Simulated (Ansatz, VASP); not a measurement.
One calculation of CdTe, two programs

```xyz
2
Lattice="0.0000 3.1588 3.1588 3.1588 0.0000 3.1588 3.1588 3.1588 0.0000" Properties=species:S:1:pos:R:3 pbc="T T T"
Cd    3.1588    3.1588    3.1588
Te    0.0000    0.0000    0.0000
```

Alike in both runs: task single point; functional revPBE; dispersion D4; k mesh 6 × 6 × 6; occupations gaussian, width 0.05 eV; no spin polarisation.

|  | VASP | Ansatz |
| --- | --- | --- |
| version | VASP 6.6.1 | Ansatz 0.2.0 |
| potentials or method | VASP PAW PBE potentials, release 64 (Cd, Te), cutoff 500 eV | scalar-relativistic, plane waves, PAW |
| valence electrons in the cell | 18 | 36 |

|  | VASP | Ansatz | Ansatz less VASP |
| --- | --- | --- | --- |
| gap on the k mesh at the Fermi level (eV) | none | none | - |
| pressure (GPa) | -5.3 | -5.5 | -0.10 |

VASP's potentials were made for PBE, not for revPBE. A gap of «none» marks a metal or a gap that the smearing closes. VASP's potentials hold 18 valence electrons a cell and Ansatz's 36, so a difference there can come from the potentials and not from the codes.

Neither program's run includes spin-orbit coupling.
